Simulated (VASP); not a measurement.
Set up this calculation in VASP 6.6.1, as the native input.

```
Task                   : single point
Functional             : PBE
Potentials or basis    : VASP PAW PBE potentials, release 64 (Fe, O)
Cutoff                 : 520 eV
k mesh                 : 5 × 5 × 5
Occupations            : fermi-dirac, width 0.05 eV
Spin                   : collinear spin, ferromagnetic start
Starting moments       : [4.0, 4.0, 4.0, 4.0, 0.0, 0.0, 0.0, 0.0, 0.0, 0.0] μB
Hubbard terms          : Fe d U = 4.0 eV
Dipole correction      : no
Further INCAR settings : ALGO = Normal; EDIFF = 1e-07; NBANDS = 49
```

The structure of Fe2O3 lies in POSCAR:

```
Fe2O3
1.0
    2.5190000000      1.4543453300      4.5906666700
   -2.5190000000      1.4543453300      4.5906666700
    0.0000000000     -2.9086906600      4.5906666700
Fe O
4 6
Direct
    0.3553000000      0.3553000000      0.3553000000
    0.1447000000      0.1447000000      0.1447000000
    0.6447000000      0.6447000000      0.6447000000
    0.8553000000      0.8553000000      0.8553000000
    0.5559000000      0.9441000000      0.2500000000
    0.2500000000      0.5559000000      0.9441000000
    0.9441000000      0.2500000000      0.5559000000
    0.4441000000      0.0559000000      0.7500000000
    0.7500000000      0.4441000000      0.0559000000
    0.0559000000      0.7500000000      0.4441000000
```

These files were run (other wordings do the same):

INCAR

```
SYSTEM = Fe2O3
PREC     = Accurate       ! precision mode
ENCUT    = 520            ! plane-wave cutoff, eV
EDIFF    = 1E-7           ! SCF threshold, eV
ISMEAR   = -1             ! smearing method
SIGMA    = 0.05           ! smearing width, eV
LREAL    = .FALSE.        ! projectors in reciprocal space
LASPH    = .TRUE.         ! aspherical terms in the spheres
NELM     = 150            ! most SCF steps
ALGO     = Normal         ! electronic algorithm
ISIF     = 2              ! what is computed and relaxed
LWAVE    = .FALSE.        ! write WAVECAR
LCHARG   = .FALSE.        ! write CHGCAR
ISPIN    = 2              ! spin polarisation
MAGMOM   = 4 4 4 4 0 0 0 0 0 0 ! initial moments
LORBIT   = 11             ! projections on sites
LMAXMIX  = 4              ! l up to which the mixer works
LDAU     = .TRUE.         ! DFT+U
LDAUTYPE = 2            
LDAUL    = 2 -1           ! shell
LDAUU    = 4 0            ! U, eV
LDAUJ    = 0 0          
LDAUPRINT= 1            
GGA      = PE             ! functional
NBANDS   = 49             ! bands
```

KPOINTS

```
regular mesh
0
G
  5 5 5
  0 0 0
```

Potentials or basis: VASP PAW PBE potentials, release 64 (Fe, O).

The run is started by

```bash
$ cat potpaw_PBE.64/Fe/POTCAR potpaw_PBE.64/O/POTCAR > POTCAR
$ mpirun -np 1 vasp_std > vasp.out
```

It gave:

The pressure is 9.1 GPa, the largest force is 0.322 eV/Å and the band gap on the k mesh is 1.05 eV (least direct gap 1.32 eV). The net moment is 20.00 μB per cell and the site moments are Fe +4.34; O +0.37 μB. The valence electrons inside the program's atomic spheres are Fe 6.75; O 5.05.

Caveat: the cell stands under pressure; an odd mesh through Γ misses points on the zone boundary, where band edges can lie; only a ferromagnetic start was run, and an antiferromagnetic order may lie lower in energy.

It took 7.7 min on 1 thread of Intel Xeon 8259CL, with other jobs on the host, peak memory 0.36 GiB.
